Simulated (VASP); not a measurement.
A run of VASP 6.6.1:

File POSCAR:

```
TaN
1.0
    2.9380011100      0.0000000000      0.0000000000
   -1.4690005500      2.5443836000      0.0000000000
    0.0000000000      0.0000000000      2.8830022100
Ta N
1 1
Direct
    0.3333333333      0.6666666667      0.5000000000
    0.0000000000      0.0000000000      0.0000000000
```

The input INCAR.step1:

```
SYSTEM = TaN
  ALGO = Normal
  EDIFF = 1E-5
  ENCUT = 520
  GGA = PE
  ISIF = 2
  ISMEAR = -1
  LASPH = .TRUE.
  LCHARG = .FALSE.
  LREAL = .FALSE.
  LWAVE = .TRUE.
  NBANDS = 15
  NELM = 100
  PREC = Accurate
  SIGMA = 0.05
```

File INCAR.step2:

```
SYSTEM = TaN
  AEXX = 0.25
  ALGO = Normal
  EDIFF = 1E-6
  ENCUT = 520
  ISIF = 2
  ISMEAR = -1
  ISTART = 1
  LASPH = .TRUE.
  LCHARG = .FALSE.
  LHFCALC = .TRUE.
  LMIXTAU = .TRUE.
  LREAL = .FALSE.
  LWAVE = .FALSE.
  METAGGA = R2SCAN
  NBANDS = 15
  NELM = 100
  PREC = Accurate
  PRECFOCK = Normal
  SIGMA = 0.05
```

The input KPOINTS:

```
k-points
0
G
  5 5 5
  0 0 0
```

Potentials or basis: VASP PAW PBE potentials, release 64 (Ta_pv, N).

Command:

```bash
$ cat potpaw_PBE.64/Ta_pv/POTCAR potpaw_PBE.64/N/POTCAR > POTCAR
$ cp INCAR.step1 INCAR
$ mpirun -np 1 vasp_std > vasp.out
$ cp INCAR.step2 INCAR
$ mpirun -np 1 vasp_std > vasp.out
```

Hardware: 1 thread of Intel(R) Xeon(R) 6975P-C (Granite Rapids), with other jobs on the host.

Q: How long does it take, and how much memory?

A: Run time: 13 min on 1 thread of Intel(R) Xeon(R) 6975P-C (Granite Rapids) (shared host), peak memory 0.17 GiB. Counts: k points 15.
